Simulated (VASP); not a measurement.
A run of VASP 6.6.1 is set up as follows.

INCAR

```
  PREC = Accurate
  ENCUT = 520
  EDIFF = 1E-6
  ISMEAR = 0
  SIGMA = 0.01
  LREAL = Auto
  LASPH = True
  NELM = 80
  ALGO = Normal
  ISIF = 2
  LWAVE = False
  LCHARG = False
  GGA = PS
  NBANDS = 108
```

Contents of KPOINTS:

```
regular mesh
0
Gamma
  2 2 2
```

File POSCAR:

```
Hf3O5
1.0
   -4.8301248088     -4.8301248088      0.0000000000
   -4.8301248088      4.8301248088      0.0000000000
    4.8301248088      0.0000000000     -6.4194329124
Hf O
9 15
Direct
    0.2475115898      0.2732024617      0.5084950072
   -0.0097426763      0.0164561753     -0.0064742488
    0.7305561188      0.7496514421      0.5021249868
    0.4791438751      0.4985665266     -0.0000002991
    0.0365931270      0.6265012545      0.2509252825
    0.8677356096      0.3872493266      0.7556250936
    0.6680090784      0.1324529258      0.2509345797
    0.3634063690      0.8822199453      0.7461447364
    0.3499471159      0.8760685355      0.2509967252
    0.8420042387      0.6832603081      0.7502505994
    0.6183035768      0.4307442602      0.2511101206
    0.3427432935      0.1839649056      0.7521350749
    0.4098059426      0.7517280427      0.4803759212
    0.1799523272      0.5225210528      0.0216781852
    0.9550432719      0.2816886631      0.5185093479
    0.6877643117      0.0140908030     -0.0164442770
    0.0450230636      0.7327685590      0.5294100607
    0.7663274513      0.4542456678     -0.0274523760
    0.5447363999      0.2219148735      0.4825956587
    0.3131789531     -0.0095683150      0.0193494545
    0.1078714987      0.3247636830      0.2511896240
    0.8804134216      0.0716144490      0.7376270041
    0.6903202884      0.8168234362      0.2510530657
    0.3933863159      0.5847094878      0.7643544631
```

Potentials or basis: VASP PAW PBE potentials, release 64 (Hf_pv, O).

Launch:

```console
$ cat potpaw_PBE.64/Hf_pv/POTCAR potpaw_PBE.64/O/POTCAR > POTCAR
$ mpirun -np 1 vasp_std > vasp.out
```

(1) Predict the band gap on the k mesh.

(2) Estimate the pressure.

(3) What does it give for the largest force?

Answers

(1) 0.32 eV.

(2) 1.6 GPa.

(3) 0.125 eV/Å.

Caveat: the k points lie up to 0.52 Å⁻¹ apart; semilocal functionals underestimate gaps, and a narrow one can read as zero; the PAW data sets were made with another functional, which shifts forces and pressure a little; spin-orbit coupling is left out, which moves the levels of the heavy elements.
